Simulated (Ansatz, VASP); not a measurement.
# CdSe in VASP and in Ansatz

```
CELL_PARAMETERS angstrom
4.30110 0.00000 0.00000
-2.15055 3.72486 0.00000
0.00000 0.00000 7.02224
ATOMIC_POSITIONS crystal
Cd 0.33333 0.66667 0.00470
Cd 0.66667 0.33333 0.50470
Se 0.33333 0.66667 0.38030
Se 0.66667 0.33333 0.88030
```

Alike in both runs: task single point; functional PBEsol; k mesh 6 × 6 × 4; occupations fermi-dirac, width 0.01 eV; non-collinear spin, spin-orbit coupling.

|  | VASP | Ansatz |
| --- | --- | --- |
| version | VASP 6.6.1 | Ansatz 0.2.0 |
| potentials or method | VASP PAW PBE potentials, release 64 (Cd, Se), cutoff 520 eV | all-electron LAPW |

```csv
,VASP,Ansatz,Ansatz less VASP
pressure (GPa),0.3,0.0,-0.34
net moment per atom (μB),0.00,0.00,0.000
```

VASP's potentials were made for PBE, not for PBEsol. Ansatz ran all-electron here, and VASP with PAW potentials.
